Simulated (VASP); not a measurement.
# Si5N (F-43m) in VASP: further runs, part 2 of 2

VASP 6.6.1. Earlier steps stand in the parts before.

### Step 3. Single point, PBE

This run uses another cell than the first one, of 14.26 Å³/atom, 1.004 times its volume.

INCAR

```
ALGO = Normal
EDIFF = 1E-7
ENCUT = 520
GGA = PE
ISIF = 2
ISMEAR = 0
LASPH = T
LCHARG = T
LELF = T
LREAL = F
LVHAR = T
LWAVE = F
NBANDS = 22
NELM = 60
PREC = Accurate
SIGMA = 0.1
```

KPOINTS

```
k-points
0
Gamma
  10 10 10
```

POSCAR

```
Si5N
1.0
    0.0000000000      3.4976425615      3.4976425615
    3.4976425615      0.0000000000      3.4976425615
    3.4976425615      3.4976425615      0.0000000000
Si N
5 1
Direct
    0.1243027328      0.6270918015      0.1243027328
    0.1243027328      0.1243027328      0.1243027328
    0.6270918015      0.1243027328      0.1243027328
    0.1243027328      0.1243027328      0.6270918015
    0.5000000000      0.5000000000      0.5000000000
    0.7500000000      0.7500000000      0.7500000000
```

Potentials or basis: VASP PAW PBE potentials, release 64 (Si, N).

Run with:

```console
$ cat potpaw_PBE.64/Si/POTCAR potpaw_PBE.64/N/POTCAR > POTCAR
$ mpirun -np 1 vasp_std > vasp.out
```

OUTCAR:

```text
EDIFF = 1E-7
   ENCUT = 520
   GGA = PE
   ISIF = 2
   ISMEAR = 0
   LASPH = T
   LREAL = F
   NELM = 60
   PREC = Accurate

 ion  position               nearest neighbor table
   1  0.124  0.627  0.124-   2 2.46   3 2.46   4 2.46   3 2.49   4 2.49   2 2.49   5 2.90   5 2.90
                             5 2.90
   2  0.124  0.124  0.124-   1 2.46   3 2.46   4 2.46   3 2.49   1 2.49   4 2.49   5 2.90   5 2.90
                             5 2.90
   3  0.627  0.124  0.124-   1 2.46   2 2.46   4 2.46   1 2.49   4 2.49   2 2.49   5 2.90   5 2.90
                             5 2.90
   4  0.124  0.124  0.627-   1 2.46   2 2.46   3 2.46   1 2.49   3 2.49   2 2.49   5 2.90   5 2.90
                             5 2.90
   5  0.500  0.500  0.500-   1 2.90   4 2.90   3 2.90   4 2.90   1 2.90   3 2.90   2 2.90   2 2.90
                             2 2.90   1 2.90   3 2.90   4 2.90
   6  0.750  0.750  0.750-

  LATTYP: Found a face centered cubic cell.
 ALAT       =     6.9952851230

  Lattice vectors:

 A1 = (   0.0000000000,   3.4976425615,   3.4976425615)
 A2 = (   3.4976425615,   0.0000000000,   3.4976425615)
 A3 = (   3.4976425615,   3.4976425615,   0.0000000000)

Analysis of symmetry for initial positions (statically):
=====================================================================
 Subroutine PRICEL returns:
 Original cell was already a primitive cell.

 Routine SETGRP: Setting up the symmetry group for a
 face centered cubic supercell.

 Subroutine GETGRP returns: Found 24 space group operations
 (whereof 24 operations were pure point group operations)
 out of a pool of 48 trial point group operations.

The static configuration has the point symmetry T_d .

Analysis of symmetry for dynamics (positions and initial velocities):
=====================================================================
 Subroutine PRICEL returns:
 Original cell was already a primitive cell.

 Routine SETGRP: Setting up the symmetry group for a
 face centered cubic supercell.

 Subroutine GETGRP returns: Found 24 space group operations
 (whereof 24 operations were pure point group operations)
 out of a pool of 48 trial point group operations.

The dynamic configuration has the point symmetry T_d .

 Subroutine INISYM returns: Found 24 space group operations
 (whereof 24 operations are pure point group operations),
 and found     1 'primitive' translations

----------------------------------------------------------------------------------------

                                     Primitive cell

  volume of cell :      85.5768

  direct lattice vectors                    reciprocal lattice vectors
     0.000000000  3.497642562  3.497642562    -0.142953430  0.142953430  0.142953430
     3.497642562  0.000000000  3.497642562     0.142953430 -0.142953430  0.142953430
     3.497642562  3.497642562  0.000000000     0.142953430  0.142953430 -0.142953430

  length of vectors
     4.946413547  4.946413547  4.946413547     0.247602603  0.247602603  0.247602603

  position of ions in fractional coordinates (direct lattice)
     0.124302733  0.627091802  0.124302733
     0.124302733  0.124302733  0.124302733
     0.627091802  0.124302733  0.124302733
     0.124302733  0.124302733  0.627091802
     0.500000000  0.500000000  0.500000000
     0.750000000  0.750000000  0.750000000

[... 40 lines left out ...]
  0.300000  0.000000  0.000000      8.000000
  0.400000  0.000000  0.000000      8.000000
  0.500000  0.000000  0.000000      4.000000
[... 16 lines left out ...]
  0.300000  0.300000  0.000000      6.000000
  0.400000  0.300000  0.000000     24.000000
 [... further k-points ...]
   k-points           NKPTS =     47   k-points in BZ     NKDIM =     47   number of bands    NBANDS=     22
   number of dos      NEDOS =    301   number of ions     NIONS =      6
   total plane-waves  NPLWV =  64000
   dimension x,y,z NGX =    40 NGY =   40 NGZ =   40
   dimension x,y,z NGXF=    80 NGYF=   80 NGZF=   80
   ions per type =               5   1
   NGX,Y,Z   is equivalent  to a cutoff of  13.44, 13.44, 13.44 a.u.
   NGXF,Y,Z  is equivalent  to a cutoff of  26.89, 26.89, 26.89 a.u.
 SYSTEM =  unknown system
   PREC   = accura    normal or accurate (medium, high low for compatibility)
   ISTART =      0    job   : 0-new  1-cont  2-samecut
   ICHARG =      2    charge: 1-file 2-atom 10-const
   ISPIN  =      1    spin polarized calculation?
   LNONCOLLINEAR =      F non collinear calculations
   LSORBIT =      F    spin-orbit coupling
   LASPH  =      T    aspherical Exc in radial PAW
   ENCUT  =  520.0 eV  38.22 Ry    6.18 a.u.   9.20  9.20  9.20*2*pi/ulx,y,z
   NELM   =     60;   NELMIN=  2; NELMDL= -5     # of ELM steps
   EDIFF  = 0.1E-06   stopping-criterion for ELM
   LREAL  =      F    real-space projection
   EDIFFG = 0.1E-05   stopping-criterion for IOM
   NSW    =      0    number of steps for IOM
   IBRION =     -1    ionic relax: 0-MD 1-quasi-New 2-CG
   NFREE  =      0    steps in history (QN), initial steepest desc. (CG)
   ISIF   =      2    stress and relaxation
   ISYM   =      2    0-nonsym 1-usesym 2-fastsym
   POTIM  = 0.5000    time-step for ionic-motion
   TEBEG  =    0.0;   TEEND  =   0.0 temperature during run
   PSTRESS=    0.0 pullay stress
   NELECT =      25.0000    total number of electrons
   NUPDOWN=      -1.0000    fix difference up-down
   EMIN   =  10.00;   EMAX   =-10.00  energy-range for DOS
   EFERMI =   0.00;   METHOD = LEGACY
   ISMEAR =     0;   SIGMA  =   0.10  broadening in eV -4-tet -1-fermi 0-gaus
   EFERMI_NEDOS =   21; number of points for ismear=-14 and -15
   IALGO  =     38    algorithm
   IMIX   =      4    mixing-type and parameters
     AMIX     =   0.40;   BMIX     =  1.00
     AMIX_MAG =   1.60;   BMIX_MAG =  1.00
  volume/ion in A,a.u.               =      14.26        96.25
  Fermi-wavevector in a.u.,A,eV,Ry     =   1.086266  2.052745 16.054510  1.179973
  Thomas-Fermi vector in A             =   2.222398
   LORBIT       =      0    0 simple, 1 ext, 2 COOP (PROOUT), +10 PAW based schemes
   GGA     = PE    functional components
   LHFCALC =     F    Hartree Fock is set to
   AEXX    =    0.0000 exact exchange contribution
   IVDW    =     0    specifies the selected vdW correction
   LEPSILON=     F    determine dielectric tensor
   LRPA    =     F    only Hartree local field effects (RPA)
 non-spin polarized calculation
 Gauss-broadening in eV      SIGMA  =   0.10
  energy-cutoff  :      520.00
  volume of cell :       85.58
 maximum number of plane-waves:      2332
 NGX is ok and might be reduce to    40
   NGX = 19   NGY = 19   NGZ = 19

 number of electron      25.0000001 magnetization

 Free energy of the ion-electron system (eV)
  ---------------------------------------------------
  ext. energy  EPLUGINS =         0.00000000
  ---------------------------------------------------
  free energy    TOTEN  =       -28.20052529 eV

  energy without entropy =      -28.18618264  energy(sigma->0) =      -28.19335397

 E-fermi :   8.4626     XC(G=0): -10.9430

 val. band max:        8.4538508748   @ k =  -0.4000   0.2000   0.0000
 cond. band min:       8.4626463021   @ k =   0.4000   0.1000   0.0000
 fundamental gap:      0.0087954273
 Fermi energy:         8.4626085280

 k-point     1 :       0.0000    0.0000    0.0000
  band No.  band energies     occupation
      1      -6.1955      2.00000
      2      -2.7926      2.00000
      3       0.9518      2.00000
      4       3.2905      2.00000
      5       3.4442      2.00000
      6       3.4442      2.00000
[... 589 lines left out ...]
     21      14.3910      0.00000
     22      14.4689      0.00000

 [... further k-points ...]

------------------------ aborting loop because EDIFF is reached ----------------------------------------

  FORCE on cell =-STRESS in cart. coord.  units (eV):
  Direction    XX          YY          ZZ          XY          YZ          ZX
  --------------------------------------------------------------------------------------
  -------------------------------------------------------------------------------------
  Total       -0.0297032     -0.0297032     -0.0297032      0.0000000      0.0000000     -0.0000000
  in kB       -0.5561056     -0.5561056     -0.5561056      0.0000000      0.0000000     -0.0000000
  external PRESSURE =      -0.5561056 kB  Pullay stress =       0.0000000 kB

 VOLUME and BASIS-vectors are now :
 -----------------------------------------------------------------------------
  energy-cutoff  :      520.00
  volume of cell :       85.58
      direct lattice vectors                 reciprocal lattice vectors
     0.000000000  3.497642562  3.497642562    -0.142953430  0.142953430  0.142953430
     3.497642562  0.000000000  3.497642562     0.142953430 -0.142953430  0.142953430
     3.497642562  3.497642562  0.000000000     0.142953430  0.142953430 -0.142953430

 POSITION                                       TOTAL-FORCE (eV/Angst)
 -----------------------------------------------------------------------------------
      2.62811      0.86953      2.62811        -0.000690      0.000690     -0.000690
      0.86953      0.86953      0.86953         0.000690      0.000690      0.000690
      0.86953      2.62811      2.62811         0.000690     -0.000690     -0.000690
      2.62811      2.62811      0.86953        -0.000690     -0.000690      0.000690
      3.49764      3.49764      3.49764         0.000000      0.000000     -0.000000
      5.24646      5.24646      5.24646        -0.000000     -0.000000     -0.000000
 -----------------------------------------------------------------------------------
    total drift:                                0.000000      0.000000      0.000000

  FREE ENERGIE OF THE ION-ELECTRON SYSTEM (eV)
  ---------------------------------------------------
  free  energy   TOTEN  =       -28.2005252924 eV

  energy  without entropy=      -28.1861826425  energy(sigma->0) =      -28.19335397
```

stdout:

```text
POSCAR found type information on POSCAR SiN
 POSCAR found :  2 types and       6 ions
 scaLAPACK will be used
 LDA part: xc-table for (Slater+PW92), standard interpolation
 POSCAR, INCAR and KPOINTS ok, starting setup
 FFT: planning ... GRIDC
 FFT: planning ... GRID_SOFT
 FFT: planning ... GRID
 WAVECAR not read
 entering main loop
```

It took 3.4 min on 1 thread of Intel Xeon 6975P-C, shared host; peak memory 0.27 GiB.

Results:

| Item | Value |
| --- | --- |
| Free energy | -28.2005 eV |
| Pressure | -0.1 GPa |

Levels at points of the mesh, in eV from the Fermi level:
| k point | band 10 | band 11 | band 12 | band 13 | band 14 | band 15 |
| --- | --- | --- | --- | --- | --- | --- |
| (0.00, 0.00, 0.00) | -5.00 | -2.20 | -2.20 | -2.20 | -1.73 | -1.73 |
| (0.50, 0.00, 0.00) | -1.67 | -0.77 | -0.77 | 0.12 | 0.12 | 1.06 |
| (0.50, 0.50, 0.00) | -0.84 | 0.02 | 0.31 | 0.31 | 0.61 | 1.36 |
